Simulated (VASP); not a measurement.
Wanted: the native input for a VASP 6.6.1 run.

| Quantity | Value |
| --- | --- |
| Task | single point |
| Functional | LDA |
| Potentials or basis | VASP PAW LDA potentials, release 64 (Pt) |
| Cutoff | 520 eV |
| k mesh | 8 × 8 × 8 |
| Occupations | gaussian, width 0.1 eV |
| Spin | no spin polarisation |
| Dipole correction | no |
| Further INCAR settings | ALGO = Fast; EDIFF = 1e-06; NBANDS = 11 |

The structure of Pt lies in POSCAR:

```
Pt
1.0
    0.0000000000      1.9715751800      1.9715751800
    1.9715751800      0.0000000000      1.9715751800
    1.9715751800      1.9715751800      0.0000000000
Pt
1
Direct
    0.0000000000      0.0000000000      0.0000000000
```

One way to write it, as run:

INCAR

```
SYSTEM = Pt
PREC = Accurate
ENCUT = 520
EDIFF = 1E-6
ISMEAR = 0
SIGMA = 0.1
LREAL = .False.
LASPH = .True.
NELM = 100
ALGO = Fast
ISIF = 2
LWAVE = .False.
LCHARG = .False.
GGA = CA
NBANDS = 11
```

KPOINTS

```
regular mesh
0
Gamma
  8 8 8
  0 0 0
```

Potentials or basis: VASP PAW LDA potentials, release 64 (Pt).

The run is started by

```console
$ cat potpaw_LDA.64/Pt/POTCAR > POTCAR
$ mpirun -np 1 vasp_std > vasp.out
```

It gave:

- Pressure: -10.5 GPa
- Band gap on the k mesh: zero (band 5 reaches 11.26 eV, above the bottom of band 6 at 9.11 eV)

Caveat: spin-orbit coupling is left out, which moves the levels of the heavy elements.

Wall time 3.9 s on 1 thread of AMD EPYC 9R45 96-Core Processor (Zen 5), on a shared host, peak memory 0.1 GiB.
